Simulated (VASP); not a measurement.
Here is a VASP 6.6.1 calculation.

Contents of INCAR:

```
SYSTEM = TiC
  PREC = Accurate
  ENCUT = 520
  EDIFF = 1E-8
  ISMEAR = -1
  SIGMA = 0.03
  LREAL = .FALSE.
  LASPH = .TRUE.
  NELM = 60
  ALGO = Normal
  ISIF = 2
  LWAVE = .FALSE.
  LCHARG = .FALSE.
  GGA = PE
  LEFG = .TRUE.
  NBANDS = 15
```

Contents of KPOINTS:

```
Automatic mesh
0
G
  16 16 16
  0 0 0
```

POSCAR

```
TiC
1.0
    0.0000000000      2.1423600000      2.1640000000
    2.1423600000      0.0000000000      2.1640000000
    2.1423600000      2.1423600000      0.0000000000
Ti C
1 1
Direct
    0.0000000000      0.0000000000      0.0000000000
    0.5000000000      0.5000000000      0.5000000000
```

Potentials or basis: VASP PAW PBE potentials, release 64 (Ti_sv, C).

Run with:

```console
$ cat potpaw_PBE.64/Ti_sv/POTCAR potpaw_PBE.64/C/POTCAR > POTCAR
$ mpirun -np 1 vasp_std > vasp.out
```

Task: Estimate the pressure.

Result: 6.4 GPa.

Task: Predict the band gap on the k mesh.

Result: Zero (band 8 reaches 10.41 eV, above the bottom of band 9 at 9.24 eV).

Stress tensor (GPa, compression positive):
```
7.78 0.00 0.00
0.00 7.78 0.00
0.00 0.00 3.68
```

Caveat: the cell differs from its parent crystal (x and y stretched by -1 %, z held); without QUAD_EFG the Cq values of the log hold for a quadrupole moment of 1 mb, not for the nuclei.
